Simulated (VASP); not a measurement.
Set up this calculation in VASP 6.6.1, as the native input.

| Quantity | Value |
| --- | --- |
| Task | single point |
| Functional | PBE |
| Potentials or basis | VASP PAW PBE potentials, release 64 (Sr_sv, Mg, B) |
| Cutoff | 520 eV |
| k mesh | 10 × 10 × 6 |
| Occupations | gaussian, width 0.1 eV |
| Spin | no spin polarisation |
| Dipole correction | no |
| Further INCAR settings | ALGO = Normal; EDIFF = 1e-06; NBANDS = 22 |

The structure of SrMgB5 lies in POSCAR:

```
SrMgB5
1.0
    4.2523272697      0.0000000000      0.0000000000
    0.0000000000      4.2523272697      0.0000000000
    0.0000000000      0.0000000000      5.9493272007
Sr Mg B
1 1 5
Direct
    0.0000000000      0.0000000000      0.0000000000
    0.0000000000      0.0000000000      0.5000000000
    0.0000000000      0.5000000000      0.3619941831
    0.5000000000      0.0000000000      0.3619941831
    0.0000000000      0.5000000000      0.6380058169
    0.5000000000      0.0000000000      0.6380058169
    0.5000000000      0.5000000000      0.0000000000
```

These files were run (other wordings do the same):

INCAR

```
SYSTEM = SrMgB5
  PREC = Accurate
  ENCUT = 520
  EDIFF = 1E-6
  ISMEAR = 0
  SIGMA = 0.1
  LREAL = .FALSE.
  LASPH = .TRUE.
  NELM = 100
  ALGO = Normal
  ISIF = 2
  LWAVE = .FALSE.
  LCHARG = .FALSE.
  GGA = PE
  NBANDS = 22
```

KPOINTS

```
Automatic mesh
0
G
  10 10 6
  0 0 0
```

Potentials or basis: VASP PAW PBE potentials, release 64 (Sr_sv, Mg, B).

Run with:

```console
$ cat potpaw_PBE.64/Sr_sv/POTCAR potpaw_PBE.64/Mg/POTCAR potpaw_PBE.64/B/POTCAR > POTCAR
$ mpirun -np 1 vasp_std > vasp.out
```

Results of the run:

```json
{
  "Pressure": "0.1 GPa",
  "Largest force": "0.005 eV/Å"
}
```

Wall time 2.2 min on 1 thread of Intel(R) Xeon(R) Platinum 8259CL CPU @ 2.50GHz (Skylake/Cascade Lake), on a shared host, peak memory 0.35 GiB.
